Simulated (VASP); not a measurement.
# Cu (P6_3/mmc) in VASP: elastic constants with PBEsol

Aim: the elastic constants of Cu with PBEsol.

Everything below comes from runs of VASP 6.6.1. Logs are shortened: lines on timing, memory, paths and dates and some standing lists are left out, and cuts for length are marked.

**1. The cell of the first run**

Symmetry: P6_3/mmc, No. 194, hexagonal system. The conventional cell has a = 2.503 Å, b = 2.503 Å, c = 4.105 Å, α = 90.00°, β = 90.00°, γ = 120.00°. Within 3.3 Å of Cu (site symmetry -6m2) lie 12 Cu at 2.50 to 2.51 Å.

This isn't the form of Cu at room conditions, which is fcc.

**2. Elastic constants, PBEsol**

INCAR

```
ALGO = Normal ; EDIFF = 1E-8
ENCUT = 600 ; GGA = PS
IBRION = 6 ; ISIF = 3
ISMEAR = -1 ; LASPH = True
LCHARG = False ; LREAL = False
LWAVE = False ; NBANDS = 18
NELM = 100 ; NFREE = 2
NSW = 1 ; POTIM = 0.015
PREC = Accurate ; SIGMA = 0.15
```

KPOINTS

```
k-points
0
Gamma
  18 18 10
```

POSCAR

```
Cu
1.0
    2.5029533435      0.0000000000      0.0000000000
   -1.2514766718      2.1676211800      0.0000000000
    0.0000000000      0.0000000000      4.1049717965
Cu
2
Direct
    0.3333333333      0.6666666667      0.2500000000
    0.6666666667      0.3333333333      0.7500000000
```

Potentials or basis: VASP PAW PBE potentials, release 64 (Cu).

The run is started by

```console
> cat potpaw_PBE.64/Cu/POTCAR > POTCAR
> mpirun -np 1 vasp_std > vasp.out
```

OUTCAR:

```text
EDIFF = 1E-8
   ENCUT = 600
   GGA = PS
   IBRION = 6
   ISIF = 3
   ISMEAR = -1
   LASPH = True
   LREAL = False
   NELM = 100
   NFREE = 2
   NSW = 1
   POTIM = 0.015
   PREC = Accurate

 ion  position               nearest neighbor table
   1  0.333  0.667  0.250-   2 2.51   2 2.51   2 2.51   2 2.51   2 2.51   2 2.51
   2  0.667  0.333  0.750-   1 2.51   1 2.51   1 2.51   1 2.51   1 2.51   1 2.51

  LATTYP: Found a hexagonal cell.
 ALAT       =     2.5029533435
 C/A-ratio  =     1.6400512647

  Lattice vectors:

 A1 = (   2.5029533435,   0.0000000000,   0.0000000000)
 A2 = (  -1.2514766718,   2.1676211800,   0.0000000000)
 A3 = (   0.0000000000,   0.0000000000,   4.1049717965)

Analysis of symmetry for initial positions (statically):
=====================================================================
 Subroutine PRICEL returns:
 Original cell was already a primitive cell.

 Routine SETGRP: Setting up the symmetry group for a
 hexagonal supercell.

 Subroutine GETGRP returns: Found 24 space group operations
 (whereof 12 operations were pure point group operations)
 out of a pool of 24 trial point group operations.

The static configuration has the point symmetry D_3d.
 The point group associated with its full space group is D_6h.

Analysis of symmetry for dynamics (positions and initial velocities):
=====================================================================
 Subroutine PRICEL returns:
 Original cell was already a primitive cell.

 Routine SETGRP: Setting up the symmetry group for a
 hexagonal supercell.

 Subroutine GETGRP returns: Found 24 space group operations
 (whereof 12 operations were pure point group operations)
 out of a pool of 24 trial point group operations.

The dynamic configuration has the point symmetry D_3d.
 The point group associated with its full space group is D_6h.

 Subroutine INISYM returns: Found 24 space group operations
 (whereof 12 operations are pure point group operations),
 and found     1 'primitive' translations

----------------------------------------------------------------------------------------

                                     Primitive cell

  volume of cell :      22.2713

  direct lattice vectors                    reciprocal lattice vectors
     2.502953344  0.000000000  0.000000000     0.399528023  0.230667611  0.000000000
    -1.251476672  2.167621180  0.000000000     0.000000000  0.461335223  0.000000000
     0.000000000  0.000000000  4.104971797     0.000000000  0.000000000  0.243607033

  length of vectors
     2.502953344  2.502953344  4.104971797     0.461335223  0.461335223  0.243607033

  position of ions in fractional coordinates (direct lattice)
     0.333333333  0.666666667  0.250000000
     0.666666667  0.333333333  0.750000000

  ion indices of the primitive-cell ions
   primitive index   ion index
                 1           1
                 2           2

----------------------------------------------------------------------------------------

 KPOINTS: k-points

Automatic generation of k-mesh.
 Grid dimensions read from file:
 generate k-points for:   18   18   10
[... 110 lines left out ...]
  ---------------------------------------------------
  free energy    TOTEN  =        -8.61680453 eV

  energy without entropy =       -8.56806191  energy(sigma->0) =       -8.59243322

------------------------ aborting loop because EDIFF is reached ----------------------------------------

  FORCE on cell =-STRESS in cart. coord.  units (eV):
  Direction    XX          YY          ZZ          XY          YZ          ZX
  --------------------------------------------------------------------------------------
  -------------------------------------------------------------------------------------
  Total        0.5317958      0.5317958      0.5271468     -0.0000000      0.0000000      0.0000000
  in kB       38.2568453     38.2568453     37.9224021     -0.0000000      0.0000000      0.0000000
  external PRESSURE =      38.1453642 kB  Pullay stress =       0.0000000 kB
[... 89 lines left out ...]
  FREE ENERGIE OF THE ION-ELECTRON SYSTEM (eV)
  ---------------------------------------------------
  free  energy   TOTEN  =        -8.6041533834 eV

  energy  without entropy=       -8.5554142024  energy(sigma->0) =       -8.57978379

[... ionic steps 4 to 14 ...]

--------------------------------------- Ionic step       15  -------------------------------------------

 number of electron      21.9999995 magnetization

------------------------ aborting loop because EDIFF is reached ----------------------------------------
[... 67 lines left out ...]
--------------------------------------- Ionic step       17  -------------------------------------------

 number of electron      21.9999996 magnetization

 Free energy of the ion-electron system (eV)
  ---------------------------------------------------
  ext. energy  EPLUGINS =         0.00000000
  ---------------------------------------------------
  free energy    TOTEN  =        -8.61583611 eV

  energy without entropy =       -8.56710441  energy(sigma->0) =       -8.59147026

 E-fermi :   8.1228     XC(G=0): -13.2551

 val. band max:        8.1194138494   @ k =   0.2778   0.0000   0.3000
 cond. band min:       8.1262219614   @ k =   0.3333   0.0556   0.4000
 fundamental gap:      0.0068081119
 Fermi energy:         8.1228169482

 k-point     1 :       0.0000    0.0000    0.0000
  band No.  band energies     occupation
      1      -1.6985      2.00000
      2       2.6978      2.00000
      3       4.9092      2.00000
      4       4.9911      2.00000
      5       4.9911      2.00000
      6       5.2160      2.00000
[... 481 lines left out ...]
      5       4.8568      2.00000
      6       5.0170      2.00000
[... 10 lines left out ...]
     17      20.8702      0.00000
     18      27.4523      0.00000

 [... further k-points ...]

------------------------ aborting loop because EDIFF is reached ----------------------------------------

  FORCE on cell =-STRESS in cart. coord.  units (eV):
  Direction    XX          YY          ZZ          XY          YZ          ZX
  --------------------------------------------------------------------------------------
  -------------------------------------------------------------------------------------
  Total        0.5337768      0.5337768      0.5319443     -0.0000000      0.0000000     -0.0000000
  in kB       38.3993601     38.3993601     38.2675303     -0.0000000      0.0000000     -0.0000000
  external PRESSURE =      38.3554168 kB  Pullay stress =       0.0000000 kB
[... 17 lines left out ...]
  FREE ENERGIE OF THE ION-ELECTRON SYSTEM (eV)
  ---------------------------------------------------
  free  energy   TOTEN  =        -8.6158361053 eV

  energy  without entropy=       -8.5671044080  energy(sigma->0) =       -8.59147026

 INTERNAL STRAIN TENSORS FROM STRAINED CELLS
 ============================================

 INTERNAL STRAIN TENSOR FOR ION    1 for displacements in x,y,z  (eV/Angst):
          X           Y           Z          XY          YZ          ZX
  --------------------------------------------------------------------------------
  x     0.00000    -0.00000    -0.00000    -2.01071     0.00000     0.00000
  y    -2.00872     1.99981     0.00000     0.00014    -0.00021    -0.00002
  z     0.00000    -0.00000     0.00000     0.00000     0.00396     0.00000

 INTERNAL STRAIN TENSORS FROM DISPLACED ATOMS
 ============================================

 INTERNAL STRAIN TENSOR FOR ION    1 for displacements in x,y,z  (eV/Angst):
          X           Y           Z          XY          YZ          ZX
  --------------------------------------------------------------------------------
  x     0.00000    -0.00000    -0.00000    -2.01221     0.00000     0.00000
  y    -2.01221     2.01221    -0.00000    -0.00000     0.00000     0.00000
  z     0.00000     0.00000     0.00000    -0.00000     0.00000    -0.00000

 INTERNAL STRAIN TENSOR FOR ION    2 for displacements in x,y,z  (eV/Angst):
          X           Y           Z          XY          YZ          ZX
  --------------------------------------------------------------------------------
  x    -0.00000     0.00000     0.00000     2.01221     0.00000     0.00000
  y     2.01221    -2.01221     0.00000     0.00000     0.00000     0.00000
  z     0.00000    -0.00000    -0.00000     0.00000     0.00000     0.00000

 Eigenvectors and eigenvalues of the dynamical matrix
 ----------------------------------------------------

   1 f  =    8.136368 THz    51.122306 2PiTHz  271.400011 cm-1    33.649298 meV
             X         Y         Z           dx          dy          dz
     -0.000000  1.445081  1.026243     0.000000   -0.000000    0.707107
      1.251477  0.722540  3.078729    -0.000000   -0.000000   -0.707107
[... 16 lines left out ...]
   5 f  =    0.000000 THz     0.000000 2PiTHz    0.000001 cm-1     0.000000 meV
             X         Y         Z           dx          dy          dz
     -0.000000  1.445081  1.026243    -0.600511   -0.344954   -0.142806
      1.251477  0.722540  3.078729    -0.600511   -0.344954   -0.142806

   6 f/i=    0.000000 THz     0.000000 2PiTHz    0.000001 cm-1     0.000000 meV
             X         Y         Z           dx          dy          dz
     -0.000000  1.445081  1.026243     0.372092   -0.575131   -0.175420
      1.251477  0.722540  3.078729     0.372092   -0.575131   -0.175420

--------------------------------------------------------------------------------------------------------

 ELASTIC MODULI CONTR FROM IONIC RELAXATION (kBar)
 Direction    XX          YY          ZZ          XY          YZ          ZX
 --------------------------------------------------------------------------------
 XX        -188.9954    188.9954     -0.0000      0.0000      0.0000      0.0000
 YY         188.9954   -188.9954      0.0000      0.0000      0.0000     -0.0000
 ZZ          -0.0000      0.0000     -0.0000     -0.0000      0.0000      0.0000
 XY           0.0000      0.0000     -0.0000   -188.9954      0.0000     -0.0000
 YZ           0.0000      0.0000      0.0000      0.0000      0.0000      0.0000
 ZX           0.0000     -0.0000      0.0000     -0.0000      0.0000     -0.0000
 --------------------------------------------------------------------------------

 TOTAL ELASTIC MODULI (kBar)
 Direction    XX          YY          ZZ          XY          YZ          ZX
 --------------------------------------------------------------------------------
 XX        2659.7950   1599.8216   1078.7195     -0.0000      0.0000     -0.0000
 YY        1599.8216   2659.7950   1078.7195     -0.0000      0.0000     -0.0000
 ZZ        1078.7195   1078.7195   3134.9101     -0.0000     -0.0000      0.0000
 XY          -0.0000     -0.0000     -0.0000    529.9867      0.0000      0.0000
 YZ           0.0000      0.0000     -0.0000     -0.0000    484.1066     -0.0000
 ZX          -0.0000     -0.0000     -0.0000      0.0000     -0.0000    484.1068
 --------------------------------------------------------------------------------
```

Wall time 69 min (1 thread of Oxide Virtual Turin-like, shared host); peak memory 0.74 GiB.

Results:

```yaml
Voigt_bulk_modulus: 177 GPa
Highest_phonon_frequency_at_Γ: 271 cm⁻¹
```

Phonon frequencies in cm⁻¹ (negative: imaginary):
```
              q point        frequencies
(0.000, 0.000, 0.000)  0 0 0 115 115 271
```

Elastic tensor in Voigt notation (GPa, in the Cartesian axes of the cell as first typed):
```
266 160 108   0   0   0
160 266 108   0   0   0
108 108 313   0   0   0
  0   0   0  48   0   0
  0   0   0   0  48   0
  0   0   0   0   0  53
```

Clamped-ion elastic tensor (GPa):
```
285 141 108   0   0   0
141 285 108   0   0   0
108 108 313   0   0   0
  0   0   0  48   0   0
  0   0   0   0  48   0
  0   0   0   0   0  72
```

Caveat: the cell is under stress, which shifts elastic constants; the PAW data sets were made with another functional, which shifts forces and pressure a little.
